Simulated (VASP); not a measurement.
A run of VASP 6.6.1 is set up as follows.

Contents of INCAR:

```
PREC = Accurate
ENCUT = 520
EDIFF = 1E-6
ISMEAR = 0
SIGMA = 0.1
LREAL = False
LASPH = True
NELM = 150
ALGO = Normal
ISIF = 2
LWAVE = False
LCHARG = False
ISPIN = 2
MAGMOM = 1 0 0 0 0 0
LORBIT = 11
LMAXMIX = 4
GGA = PE
NBANDS = 42
```

File KPOINTS:

```
regular mesh
0
Gamma
  3 3 6
```

File POSCAR:

```
ZrPb2O3
1.0
    6.2335287070      0.0000000000      0.0000000000
   -3.1167643535      5.3983942155      0.0000000000
    0.0000000000      0.0000000000      3.2615317934
Zr Pb O
1 2 3
Direct
    0.0000000000      0.0000000000      0.0000000000
    0.6666666667      0.3333333333      0.0000000000
    0.3333333333      0.6666666667      0.0000000000
    0.5000000000      0.5000000000      0.5000000000
    0.5000000000      0.0000000000      0.5000000000
    0.0000000000      0.5000000000      0.5000000000
```

Potentials or basis: VASP PAW PBE potentials, release 64 (Zr_sv, Pb_d, O).

Command:

```sh
$ cat potpaw_PBE.64/Zr_sv/POTCAR potpaw_PBE.64/Pb_d/POTCAR potpaw_PBE.64/O/POTCAR > POTCAR
$ mpirun -np 1 vasp_std > vasp.out
```

(1) Estimate the net moment.

(2) Estimate the pressure.

Results:

(1) 0.00 μB per cell.

(2) 0.1 GPa.

Caveat: the k points lie up to 0.39 Å⁻¹ apart.
